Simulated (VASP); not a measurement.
**Cs: single point with PBEsol**

The system is Cs.

```
Cs
1.0
    -3.00559    3.00559    3.00559
     3.00559   -3.00559    3.00559
     3.00559    3.00559   -3.00559
Cs
1
Direct
  0.00000 0.00000 0.00000
```

```json
{"Program": "VASP 6.6.1", "Task": "single point", "Functional": "PBEsol", "Potentials or basis": "VASP PAW PBE potentials, release 64 (Cs_sv)", "Cutoff": "520 eV", "k mesh": "8 × 8 × 8", "Occupations": "fermi-dirac, width 0.136057 eV", "Spin": "no spin polarisation"}
```

```
Pressure               : 0.0 GPa
Band gap on the k mesh : zero (an odd number of electrons rules out a gap without spin polarisation)
```

Levels at points of the mesh, in eV from the Fermi level:
| k point | band 1 | band 2 | band 3 | band 4 | band 5 | band 6 | band 7 | band 8 | band 9 |
| --- | --- | --- | --- | --- | --- | --- | --- | --- | --- |
| (0.00, 0.00, 0.00) | -23.79 | -10.50 | -10.50 | -10.50 | -1.73 | 2.55 | 2.55 | 2.55 | 3.47 |
| (0.50, 0.00, 0.00) | -23.79 | -10.67 | -10.56 | -10.50 | 0.03 | 0.96 | 1.66 | 3.31 | 3.95 |
| (0.50, 0.50, 0.50) | -23.78 | -10.62 | -10.62 | -10.62 | 0.62 | 0.62 | 3.17 | 3.17 | 3.17 |

Run time: 18 s on 1 thread of Intel(R) Xeon(R) Platinum 8488C (Sapphire Rapids), with other jobs on the host, peak memory 0.24 GiB.

Caveat: the PAW data sets were made with another functional, which shifts forces and pressure a little; spin-orbit coupling is left out, which moves the levels of the heavy elements.
